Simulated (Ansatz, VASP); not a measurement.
# Al3P2: VASP beside Ansatz

The input INCAR:

```
ALGO = Normal
EDIFF = 1E-7
EDIFFG = -0.01
ENCUT = 600
GGA = PE
IBRION = 2
ISIF = 3
ISMEAR = 0
LASPH = T
LCHARG = F
LREAL = F
LWAVE = F
NELM = 100
NSW = 100
PREC = Accurate
SIGMA = 0.1
```

The input KPOINTS:

```
k-points
0
Gamma
  10 10 6
```

File POSCAR:

```
Al3P2
1.0
    4.0509968261      0.0000000000      0.0000000000
    0.0000000000      4.0509968261      0.0000000000
    0.0000000000      0.0000000000      5.9848185323
Al P
3 2
Direct
    0.5000000000      0.0000000000      0.9823368368
    0.0000000000      0.5000000000      0.9823368368
    0.0000000000      0.0000000000      0.3319084633
    0.0000000000      0.0000000000      0.7457169996
    0.5000000000      0.5000000000      0.2277007836
```

Input for Ansatz:

```yaml
crystal:
  lattice:
    - [4.0509968261, 0.0, 0.0]
    - [0.0, 4.0509968261, 0.0]
    - [0.0, 0.0, 5.9848185323]
  atoms:
    - { symbol: Al, position: [0.5, 0.0, 0.9823368368] }
    - { symbol: Al, position: [0.0, 0.5, 0.9823368368] }
    - { symbol: Al, position: [0.0, 0.0, 0.3319084633] }
    - { symbol: P, position: [0.0, 0.0, 0.7457169996] }
    - { symbol: P, position: [0.5, 0.5, 0.2277007836] }
basis:
  ecutwfc: 420
kpoints:
  mp_grid: { grid: [10, 10, 6] }
hamiltonian:
  xc: pbe
scf:
  occupations: { method: gaussian, width: 0.1 }
output:
  forces: true
  stress: true
  eigenvalues: true
relax:
  adjacent_minimum: "off"
  f_tol: 0.01
  max_steps: 80
  cell: { stress_tol: 0.05 }
```

Change from the starting cell: species swapped into the Cu3Te2 type (P4mm, No. 99).

Alike in both runs: task relaxation of cell and atoms; functional PBE; k mesh 10 × 10 × 6; occupations gaussian, width 0.1 eV; no spin polarisation.

```csv
,VASP,Ansatz
version,VASP 6.6.1,Ansatz 0.2.0
potentials or method,"VASP PAW PBE potentials, release 64 (Al, P), cutoff 600 eV","scalar-relativistic, plane waves, PAW"
valence electrons in the cell,19,19
```

|  | VASP | Ansatz | Ansatz less VASP |
| --- | --- | --- | --- |
| gap on the k mesh at the Fermi level, each at its own relaxed structure (eV) | none | none | - |
| relaxed volume (Å³/atom) | 20.53 | 20.55 | +0.019 |
| relaxed cell length with the largest relative difference (Å) | 5.668 | 5.670 | +0.0022 |

A gap of «none» marks a metal or a gap that the smearing closes.
